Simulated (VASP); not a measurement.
# W (Im-3m) in VASP: a series of runs, part 2 of 2

VASP 6.6.1. The steps go on from the part before.

## (4) Single point, r2SCAN

Input file POSCAR:

```
W
1.0
   -1.5848038465      1.5848038465      1.5848038465
    1.5848038465     -1.5848038465      1.5848038465
    1.5848038465      1.5848038465     -1.5848038465
W
1
Direct
    0.0000000000      0.0000000000      0.0000000000
```

Input file INCAR.step1:

```
PREC     = Accurate       # precision mode
ENCUT    = 520            # plane-wave cutoff, eV
ISMEAR   = 0              # smearing method
SIGMA    = 0.6            # smearing width, eV
LREAL    = F              # projectors in reciprocal space
LASPH    = T              # aspherical terms in the spheres
NELM     = 100            # most SCF steps
NBANDS   = 13             # bands
GGA      = PE             # functional
ALGO     = Normal         # electronic algorithm
EDIFF    = 1E-4           # SCF threshold, eV
LWAVE    = T              # write WAVECAR
LCHARG   = F              # write CHGCAR
```

Input file INCAR.step2:

```
PREC     = Accurate       # precision mode
ENCUT    = 520            # plane-wave cutoff, eV
EDIFF    = 1E-7           # SCF threshold, eV
ISMEAR   = 0              # smearing method
SIGMA    = 0.6            # smearing width, eV
LREAL    = F              # projectors in reciprocal space
LASPH    = T              # aspherical terms in the spheres
NELM     = 100            # most SCF steps
ALGO     = Normal         # electronic algorithm
ISIF     = 2              # what is computed and relaxed
LWAVE    = F              # write WAVECAR
LCHARG   = F              # write CHGCAR
METAGGA  = R2SCAN         # meta-GGA
LMIXTAU  = T            
NBANDS   = 13             # bands
ISTART   = 1
```

Input file KPOINTS:

```
regular mesh
0
Gamma
  14 14 14
```

Potentials or basis: VASP PAW PBE potentials, release 64 (W_sv).

On the command line:

```console
> cat potpaw_PBE.64/W_sv/POTCAR > POTCAR
> cp INCAR.step1 INCAR
> mpirun -np 1 vasp_std > vasp.out
> cp INCAR.step2 INCAR
> mpirun -np 1 vasp_std > vasp.out
```

OUTCAR:

```text
PREC = Accurate
   ENCUT = 520
   EDIFF = 1E-7
   ISMEAR = 0
   LREAL = F
   LASPH = T
   NELM = 100
   ISIF = 2
   METAGGA = R2SCAN
   ISTART = 1

 ion  position               nearest neighbor table
   1  0.000  0.000  0.000-

  LATTYP: Found a body centered cubic cell.
 ALAT       =     3.1696076930

  Lattice vectors:

 A1 = (  -1.5848038465,   1.5848038465,   1.5848038465)
 A2 = (   1.5848038465,  -1.5848038465,   1.5848038465)
[... 552 lines left out ...]
      2     -28.7933      2.00000
      3     -28.5865      2.00000
      4     -27.9222      2.00000
      5       6.5807      2.00000
      6       8.0703      2.00000
      7       8.7853      2.00000
      8      13.9172      0.00000
      9      14.5287      0.00000
     10      20.0988      0.00000
     11      21.7443      0.00000
     12      23.8878      0.00000
     13      29.1433      0.00000

 [... further k-points ...]
[... 5 lines left out ...]
  --------------------------------------------------------------------------------------
  -------------------------------------------------------------------------------------
  Total        0.1108913      0.1108913      0.1108913      0.0000000      0.0000000      0.0000000
  in kB       11.1589014     11.1589014     11.1589014      0.0000000      0.0000000      0.0000000
  external PRESSURE =      11.1589014 kB  Pullay stress =       0.0000000 kB

 VOLUME and BASIS-vectors are now :
 -----------------------------------------------------------------------------
  energy-cutoff  :      520.00
  volume of cell :       15.92
      direct lattice vectors                 reciprocal lattice vectors
    -1.584803847  1.584803847  1.584803847     0.000000000  0.315496458  0.315496458
     1.584803847 -1.584803847  1.584803847     0.315496458  0.000000000  0.315496458
     1.584803847  1.584803847 -1.584803847     0.315496458  0.315496458  0.000000000

 POSITION                                       TOTAL-FORCE (eV/Angst)
 -----------------------------------------------------------------------------------
      0.00000      0.00000      0.00000         0.000000     -0.000000      0.000000
 -----------------------------------------------------------------------------------
    total drift:                                0.000000     -0.000000      0.000000

  FREE ENERGIE OF THE ION-ELECTRON SYSTEM (eV)
  ---------------------------------------------------
  free  energy   TOTEN  =       -51.3879677981 eV

  energy  without entropy=      -51.3064068248  energy(sigma->0) =      -51.34718731
```

OUTCAR.step1:

```text
PREC = Accurate
   ENCUT = 520
   ISMEAR = 0
   LREAL = F
   LASPH = T
[... 599 lines left out ...]

 POSITION                                       TOTAL-FORCE (eV/Angst)
 -----------------------------------------------------------------------------------
      0.00000      0.00000      0.00000        -0.000000      0.000000     -0.000000
 -----------------------------------------------------------------------------------
    total drift:                                0.000000     -0.000000      0.000000

  FREE ENERGIE OF THE ION-ELECTRON SYSTEM (eV)
  ---------------------------------------------------
  free  energy   TOTEN  =       -12.9919155201 eV

  energy  without entropy=      -12.9016436940  energy(sigma->0) =      -12.94677961
```

OSZICAR.step1:

```text
N       E                     dE             d eps       ncg     rms          rms(c)
DAV:   1     0.832438800123E+02    0.83244E+02   -0.74683E+03  2733   0.123E+03
DAV:   2    -0.120188731668E+02   -0.95263E+02   -0.91640E+02  3069   0.317E+02
DAV:   3    -0.136012245424E+02   -0.15824E+01   -0.15753E+01  2889   0.394E+01
DAV:   4    -0.136076155686E+02   -0.63910E-02   -0.63909E-02  3029   0.277E+00
DAV:   5    -0.136076706890E+02   -0.55120E-04   -0.55119E-04  2979   0.240E-01    0.207E+01
DAV:   6    -0.131221122887E+02    0.48556E+00   -0.40686E-01  2784   0.855E+00    0.831E+00
DAV:   7    -0.129958861385E+02    0.12623E+00   -0.21290E-01  2979   0.587E+00    0.628E-01
DAV:   8    -0.129919212196E+02    0.39649E-02   -0.42798E-03  2759   0.852E-01    0.687E-02
DAV:   9    -0.129919155201E+02    0.56995E-05   -0.75585E-05  2107   0.113E-01
   1 F= -.12991916E+02 E0= -.12946780E+02  d E =-.902718E-01
```

Wall time 2.1 min (1 thread of Intel Xeon 8259CL, shared host); peak memory 0.14 GiB.

What came out:

* Free energy: -51.3880 eV
* Pressure: 1.1 GPa
* Band gap on the k mesh: zero (bands 7 and 8 overlap by 6.58 eV)

Caveat: so wide a smearing shifts energies and pressures; the PAW data sets were made with another functional, which shifts forces and pressure a little; spin-orbit coupling is left out, which moves the levels of the heavy elements.

## (5) Single point, r2SCAN

POSCAR is that of step 4.

Input file INCAR.step1:

```
SYSTEM = W
PREC = Accurate
ENCUT = 520
ISMEAR = 0
SIGMA = 1.0
LREAL = .False.
LASPH = .True.
NELM = 60
NBANDS = 13
GGA = PE
ALGO = Normal
EDIFF = 1E-4
LWAVE = .True.
LCHARG = .False.
```

Input file INCAR.step2:

```
SYSTEM = W
PREC = Accurate
ENCUT = 520
EDIFF = 1E-6
ISMEAR = 0
SIGMA = 1.0
LREAL = .False.
LASPH = .True.
NELM = 60
ALGO = Normal
ISIF = 2
LWAVE = .False.
LCHARG = .False.
METAGGA = R2SCAN
LMIXTAU = .True.
NBANDS = 13
ISTART = 1
```

Input file KPOINTS:

```
Automatic mesh
0
Gamma
  14 14 14
  0 0 0
```

On the command line:

```console
> cat potpaw_PBE.64/W_sv/POTCAR > POTCAR
> cp INCAR.step1 INCAR
> mpirun -np 1 vasp_std > vasp.out
> cp INCAR.step2 INCAR
> mpirun -np 1 vasp_std > vasp.out
```

Wall time 1.8 min (1 thread of Intel Xeon 8259CL, shared host); peak memory 0.14 GiB.

It converged, with:

```
Free energy            : -51.4627 eV
Pressure               : 1.6 GPa
Band gap on the k mesh : zero (bands 7 and 8 overlap by 6.58 eV)
```

Levels at points of the mesh, in eV from the Fermi level:
```
           k point  band 3  band 4  band 5  band 6  band 7  band 8  band 9  band 10  band 11  band 12
(0.00, 0.00, 0.00)  -38.88  -38.88  -10.02   -1.18   -1.18   -1.18    2.64     2.64    15.33    15.33
(0.50, 0.00, 0.00)  -39.31  -38.88   -6.44   -3.63    0.60    2.48    3.53     6.40    11.69    12.15
(0.50, 0.50, 0.50)  -39.82  -39.82   -5.90   -5.90    5.41    5.41    5.41     8.60     8.60     8.60
```

Caveat: so wide a smearing shifts energies and pressures; the PAW data sets were made with another functional, which shifts forces and pressure a little; spin-orbit coupling is left out, which moves the levels of the heavy elements.

## (6) Summary

| smearing | gap on the mesh (eV) | pressure (GPa) |
| --- | --- | --- |
| gaussian 0.2 eV | none | 1.2 |
| gaussian 0.3 eV | none | 1.1 |
| gaussian 0.6 eV | none | 1.1 |
| gaussian 1 eV | none | 1.6 |

Alike in all rows: task single point; level r2SCAN; potentials or basis VASP PAW PBE potentials, release 64 (W_sv); no spin polarisation; cell as given; k mesh 14 × 14 × 14; cutoff (eV) 520.

Caveats: the PAW data sets were made with another functional, which shifts forces and pressure a little; spin-orbit coupling is left out, which moves the levels of the heavy elements; so wide a smearing shifts energies and pressures (at least some runs).

Total energies depend on the potentials used, so only differences within one code and one set of settings carry meaning.
